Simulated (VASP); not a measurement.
# P (Im-3m) in VASP: notebook, part 2 of 2

VASP 6.6.1. Earlier steps stand in the parts before.

### Step 5. Single point, r2SCAN (13.77 Å³/atom)

This run uses another cell than the first one, of 13.77 Å³/atom.

POSCAR

```
P
1.0
   -1.5099780552      1.5099780552      1.5099780552
    1.5099780552     -1.5099780552      1.5099780552
    1.5099780552      1.5099780552     -1.5099780552
P
1
Direct
    0.0000000000      0.0000000000      0.0000000000
```

INCAR.step1

```
  ALGO = Normal
  EDIFF = 1E-4
  ENCUT = 520
  GGA = PE
  ISMEAR = -1
  LASPH = True
  LCHARG = False
  LREAL = False
  LWAVE = True
  NBANDS = 8
  NELM = 100
  PREC = Accurate
  SIGMA = 0.1
```

INCAR.step2

```
  ALGO = Normal
  EDIFF = 1E-6
  ENCUT = 520
  ISIF = 2
  ISMEAR = -1
  ISTART = 1
  LASPH = True
  LCHARG = True
  LELF = True
  LMIXTAU = True
  LREAL = False
  LVHAR = True
  LWAVE = False
  METAGGA = R2SCAN
  NBANDS = 8
  NELM = 100
  PREC = Accurate
  SIGMA = 0.1
```

KPOINTS

```
k-points
0
Gamma
  16 16 16
```

Potentials or basis: VASP PAW PBE potentials, release 64 (P).

Launch:

```
$ cat potpaw_PBE.64/P/POTCAR > POTCAR
$ cp INCAR.step1 INCAR
$ mpirun -np 1 vasp_std > vasp.out
$ cp INCAR.step2 INCAR
$ mpirun -np 1 vasp_std > vasp.out
```

OUTCAR:

```text
EDIFF = 1E-6
   ENCUT = 520
   ISIF = 2
   ISMEAR = -1
   ISTART = 1
   LASPH = True
   LREAL = False
   METAGGA = R2SCAN
   NELM = 100
   PREC = Accurate

 ion  position               nearest neighbor table
   1  0.000  0.000  0.000-

  LATTYP: Found a body centered cubic cell.
 ALAT       =     3.0199561104

  Lattice vectors:

 A1 = (  -1.5099780552,   1.5099780552,   1.5099780552)
 A2 = (   1.5099780552,  -1.5099780552,   1.5099780552)
 A3 = (   1.5099780552,   1.5099780552,  -1.5099780552)

Analysis of symmetry for initial positions (statically):
=====================================================================
 Subroutine PRICEL returns:
 Original cell was already a primitive cell.

 Routine SETGRP: Setting up the symmetry group for a
 body centered cubic supercell.

 Subroutine GETGRP returns: Found 48 space group operations
 (whereof 48 operations were pure point group operations)
 out of a pool of 48 trial point group operations.

The static configuration has the point symmetry O_h .

Analysis of symmetry for dynamics (positions and initial velocities):
=====================================================================
 Subroutine PRICEL returns:
 Original cell was already a primitive cell.

 Routine SETGRP: Setting up the symmetry group for a
 body centered cubic supercell.

 Subroutine GETGRP returns: Found 48 space group operations
 (whereof 48 operations were pure point group operations)
 out of a pool of 48 trial point group operations.

The dynamic configuration has the point symmetry O_h .

 Subroutine INISYM returns: Found 48 space group operations
 (whereof 48 operations are pure point group operations),
 and found     1 'primitive' translations

----------------------------------------------------------------------------------------

[... 109 lines left out ...]
     AMIX     =   0.40;   BMIX     =  1.00
     AMIX_MAG =   1.60;   BMIX_MAG =  1.00
  volume/ion in A,a.u.               =      13.77        92.93
  Fermi-wavevector in a.u.,A,eV,Ry     =   1.167905  2.207021 18.558376  1.364002
  Thomas-Fermi vector in A             =   2.304399
   LORBIT       =      0    0 simple, 1 ext, 2 COOP (PROOUT), +10 PAW based schemes
   METAGGA = R2SCAN    functional components
   LHFCALC =     F    Hartree Fock is set to
   AEXX    =    0.0000 exact exchange contribution
   IVDW    =     0    specifies the selected vdW correction
   LEPSILON=     F    determine dielectric tensor
   LRPA    =     F    only Hartree local field effects (RPA)
 non-spin polarized calculation
  energy-cutoff  :      520.00
  volume of cell :       13.77
 maximum number of plane-waves:       384
   NGX =  9   NGY =  9   NGZ =  9

 number of electron       5.0000000 magnetization

 Free energy of the ion-electron system (eV)
  ---------------------------------------------------
  ext. energy  EPLUGINS =         0.00000000
  ---------------------------------------------------
  free energy    TOTEN  =        -8.05433380 eV

  energy without entropy =       -8.03832117  energy(sigma->0) =       -8.04632748

 E-fermi :  10.4888     XC(G=0): -12.4178

 val. band max:       10.4742624047   @ k =   0.1875   0.1250   0.0000
 cond. band min:      10.5748195403   @ k =  -0.2500   0.3750   0.0625
 fundamental gap:      0.1005571355
 Fermi energy:        10.4888164383

 k-point     1 :       0.0000    0.0000    0.0000
  band No.  band energies     occupation
      1      -7.2308      2.00000
      2      18.4189      0.00000
      3      18.4189      0.00000
      4      18.4189      0.00000
      5      23.1602      0.00000
      6      23.1602      0.00000
      7      23.1602      0.00000
      8      27.7252      0.00000
[... 243 lines left out ...]
 k-point    24 :       0.2500    0.1875   -0.0000
  band No.  band energies     occupation
      1      -2.6023      2.00000
      2       7.1322      2.00000
      3       9.5626      1.99981
      4      14.7394      0.00000
      5      21.2828      0.00000
      6      23.5865      0.00000
      7      27.7361      0.00000
      8      29.9450      0.00000

 [... further k-points ...]

------------------------ aborting loop because EDIFF is reached ----------------------------------------

  FORCE on cell =-STRESS in cart. coord.  units (eV):
  Direction    XX          YY          ZZ          XY          YZ          ZX
  --------------------------------------------------------------------------------------
  -------------------------------------------------------------------------------------
  Total        0.3286757      0.3286757      0.3286757     -0.0000000      0.0000000     -0.0000000
  in kB       38.2389732     38.2389732     38.2389732     -0.0000000      0.0000000     -0.0000000
  external PRESSURE =      38.2389732 kB  Pullay stress =       0.0000000 kB

 VOLUME and BASIS-vectors are now :
 -----------------------------------------------------------------------------
  energy-cutoff  :      520.00
  volume of cell :       13.77
      direct lattice vectors                 reciprocal lattice vectors
    -1.509978055  1.509978055  1.509978055     0.000000000  0.331130640  0.331130640
     1.509978055 -1.509978055  1.509978055     0.331130640  0.000000000  0.331130640
     1.509978055  1.509978055 -1.509978055     0.331130640  0.331130640  0.000000000

 POSITION                                       TOTAL-FORCE (eV/Angst)
 -----------------------------------------------------------------------------------
      0.00000      0.00000      0.00000         0.000000      0.000000     -0.000000
 -----------------------------------------------------------------------------------
    total drift:                                0.000000      0.000000     -0.000000

  FREE ENERGIE OF THE ION-ELECTRON SYSTEM (eV)
  ---------------------------------------------------
  free  energy   TOTEN  =        -8.0543337963 eV

  energy  without entropy=       -8.0383211653  energy(sigma->0) =       -8.04632748
```

OSZICAR.step1:

```text
N       E                     dE             d eps       ncg     rms          rms(c)
DAV:   1     0.617278267039E+00    0.61728E+00   -0.21442E+03  2384   0.454E+02
DAV:   2    -0.465031879573E+01   -0.52676E+01   -0.49024E+01  3600   0.479E+01
DAV:   3    -0.468901054145E+01   -0.38692E-01   -0.38642E-01  2600   0.454E+00
DAV:   4    -0.468905395369E+01   -0.43412E-04   -0.43412E-04  3824   0.165E-01
DAV:   5    -0.468905395980E+01   -0.61177E-08   -0.60205E-08  2624   0.125E-03    0.430E+00
DAV:   6    -0.468543804248E+01    0.36159E-02   -0.35899E-03  2520   0.320E-01    0.249E+00
DAV:   7    -0.468419910680E+01    0.12389E-02   -0.63276E-03  2632   0.428E-01    0.906E-02
DAV:   8    -0.468421429212E+01   -0.15185E-04   -0.70856E-05  2424   0.594E-02
   1 F= -.46842143E+01 E0= -.46755085E+01  d E =-.174117E-01
```

Wall time 20 s (1 thread of Intel Xeon 6975P-C (Granite Rapids), shared host); peak memory 0.13 GiB.

Results:

* Free energy: -8.0543 eV
* Pressure: 3.8 GPa
* Band gap on the k mesh: zero (an odd number of electrons rules out a gap without spin polarisation)

Levels at points of the mesh, in eV from the Fermi level:
| k point | band 1 | band 2 | band 3 | band 4 | band 5 | band 6 | band 7 |
| --- | --- | --- | --- | --- | --- | --- | --- |
| (0.00, 0.00, 0.00) | -17.72 | 7.93 | 7.93 | 7.93 | 12.67 | 12.67 | 12.67 |
| (0.50, 0.00, 0.00) | -10.62 | -8.59 | 2.63 | 5.86 | 7.70 | 9.04 | 20.83 |
| (0.50, 0.50, 0.50) | -3.99 | -2.95 | -2.95 | -2.95 | 2.59 | 2.59 | 25.36 |

Caveat: the cell stands under pressure; the PAW data sets were made with another functional, which shifts forces and pressure a little.

### Step 6. Single point, r2SCAN (14.35 Å³/atom)

POSCAR

```
P
1.0
   -1.5306652568      1.5306652568      1.5306652568
    1.5306652568     -1.5306652568      1.5306652568
    1.5306652568      1.5306652568     -1.5306652568
P
1
Direct
    0.0000000000      0.0000000000      0.0000000000
```

INCAR.step1

```
ALGO = Normal
EDIFF = 1E-4
ENCUT = 520
GGA = PE
ISMEAR = -1
LASPH = True
LCHARG = False
LREAL = False
LWAVE = True
NBANDS = 8
NELM = 80
PREC = Accurate
SIGMA = 0.1
```

INCAR.step2

```
ALGO = Normal
EDIFF = 1E-6
ENCUT = 520
ISIF = 2
ISMEAR = -1
ISTART = 1
LASPH = True
LCHARG = True
LELF = True
LMIXTAU = True
LREAL = False
LVHAR = True
LWAVE = False
METAGGA = R2SCAN
NBANDS = 8
NELM = 80
PREC = Accurate
SIGMA = 0.1
```

KPOINTS is that of step 5.

Potentials or basis: VASP PAW PBE potentials, release 64 (P).

Launch:

```
$ cat potpaw_PBE.64/P/POTCAR > POTCAR
$ cp INCAR.step1 INCAR
$ mpirun -np 1 vasp_std > vasp.out
$ cp INCAR.step2 INCAR
$ mpirun -np 1 vasp_std > vasp.out
```

OUTCAR:

```text
EDIFF = 1E-6
   ENCUT = 520
   ISIF = 2
   ISMEAR = -1
   ISTART = 1
   LASPH = True
   LREAL = False
   METAGGA = R2SCAN
   NELM = 80
   PREC = Accurate

 ion  position               nearest neighbor table
   1  0.000  0.000  0.000-

  LATTYP: Found a body centered cubic cell.
 ALAT       =     3.0613305136

  Lattice vectors:

 A1 = (  -1.5306652568,   1.5306652568,   1.5306652568)
 A2 = (   1.5306652568,  -1.5306652568,   1.5306652568)
 A3 = (   1.5306652568,   1.5306652568,  -1.5306652568)

Analysis of symmetry for initial positions (statically):
=====================================================================
 Subroutine PRICEL returns:
 Original cell was already a primitive cell.

 Routine SETGRP: Setting up the symmetry group for a
 body centered cubic supercell.

 Subroutine GETGRP returns: Found 48 space group operations
 (whereof 48 operations were pure point group operations)
 out of a pool of 48 trial point group operations.

The static configuration has the point symmetry O_h .

[... 151 lines left out ...]
  ext. energy  EPLUGINS =         0.00000000
  ---------------------------------------------------
  free energy    TOTEN  =        -8.06071041 eV

  energy without entropy =       -8.04461689  energy(sigma->0) =       -8.05266365

 E-fermi :   9.8620     XC(G=0): -12.2107

 val. band max:        9.8098290098   @ k =  -0.3750   0.4375   0.1250
 cond. band min:       9.8644433164   @ k =  -0.4375   0.4375   0.1875
 fundamental gap:      0.0546143066
 Fermi energy:         9.8620334645

 k-point     1 :       0.0000    0.0000    0.0000
  band No.  band energies     occupation
      1      -7.3729      2.00000
      2      17.3874      0.00000
      3      17.3874      0.00000
      4      17.3874      0.00000
      5      22.4453      0.00000
      6      22.4453      0.00000
      7      22.4453      0.00000
      8      26.8899      0.00000
[... 243 lines left out ...]
 k-point    24 :       0.2500    0.1875    0.0000
  band No.  band energies     occupation
      1      -2.9012      2.00000
      2       6.5695      2.00000
      3       9.0378      1.99947
      4      13.9982      0.00000
      5      20.4601      0.00000
      6      22.7484      0.00000
      7      26.8121      0.00000
      8      28.9430      0.00000

 [... further k-points ...]
[... 5 lines left out ...]
  --------------------------------------------------------------------------------------
  -------------------------------------------------------------------------------------
  Total       -0.0231184     -0.0231184     -0.0231184      0.0000000      0.0000000     -0.0000000
  in kB       -2.5820703     -2.5820703     -2.5820703      0.0000000      0.0000000     -0.0000000
  external PRESSURE =      -2.5820703 kB  Pullay stress =       0.0000000 kB

 VOLUME and BASIS-vectors are now :
 -----------------------------------------------------------------------------
  energy-cutoff  :      520.00
  volume of cell :       14.35
      direct lattice vectors                 reciprocal lattice vectors
    -1.530665257  1.530665257  1.530665257     0.000000000  0.326655353  0.326655353
     1.530665257 -1.530665257  1.530665257     0.326655353  0.000000000  0.326655353
     1.530665257  1.530665257 -1.530665257     0.326655353  0.326655353  0.000000000

 POSITION                                       TOTAL-FORCE (eV/Angst)
 -----------------------------------------------------------------------------------
      0.00000      0.00000      0.00000         0.000000     -0.000000      0.000000
 -----------------------------------------------------------------------------------
    total drift:                               -0.000000      0.000000     -0.000000

  FREE ENERGIE OF THE ION-ELECTRON SYSTEM (eV)
  ---------------------------------------------------
  free  energy   TOTEN  =        -8.0607104053 eV

  energy  without entropy=       -8.0446168880  energy(sigma->0) =       -8.05266365
```

OUTCAR.step1:

```text
EDIFF = 1E-4
   ENCUT = 520
   GGA = PE
   ISMEAR = -1
   LASPH = True
[... 478 lines left out ...]

 POSITION                                       TOTAL-FORCE (eV/Angst)
 -----------------------------------------------------------------------------------
      0.00000      0.00000      0.00000        -0.000000      0.000000      0.000000
 -----------------------------------------------------------------------------------
    total drift:                                0.000000      0.000000     -0.000000

  FREE ENERGIE OF THE ION-ELECTRON SYSTEM (eV)
  ---------------------------------------------------
  free  energy   TOTEN  =        -4.6881027763 eV

  energy  without entropy=       -4.6709154927  energy(sigma->0) =       -4.67950913
```

It took 20 s on 1 thread of Intel Xeon 6975P-C (Granite Rapids), shared host; peak memory 0.13 GiB.

What came out:

```
Free energy            : -8.0607 eV
Pressure               : -0.3 GPa
Band gap on the k mesh : zero (an odd number of electrons rules out a gap without spin polarisation)
```

Caveat: the PAW data sets were made with another functional, which shifts forces and pressure a little.

### Step 7. Overview

```tsv
cell	k mesh	gap on the mesh (eV)	pressure (GPa)
a = 2.651 Å, angles 109.5°, 1 atom	14 × 14 × 14	none	-0.1
a = 2.541 Å, angles 109.5°, 1 atom	16 × 16 × 16	none	14.8
a = 2.579 Å, angles 109.5°, 1 atom	16 × 16 × 16	none	8.7
a = 2.615 Å, angles 109.5°, 1 atom	16 × 16 × 16	none	3.8
a = 2.651 Å, angles 109.5°, 1 atom	16 × 16 × 16	none	-0.3
```

Alike in all rows: task single point; level r2SCAN; potentials or basis VASP PAW PBE potentials, release 64 (P); no spin polarisation; cutoff (eV) 520; smearing fermi-dirac 0.1 eV.

Caveats: the PAW data sets were made with another functional, which shifts forces and pressure a little; the cell stands under pressure (at least some runs).

Absolute energies hang on the potentials; compare differences alone.
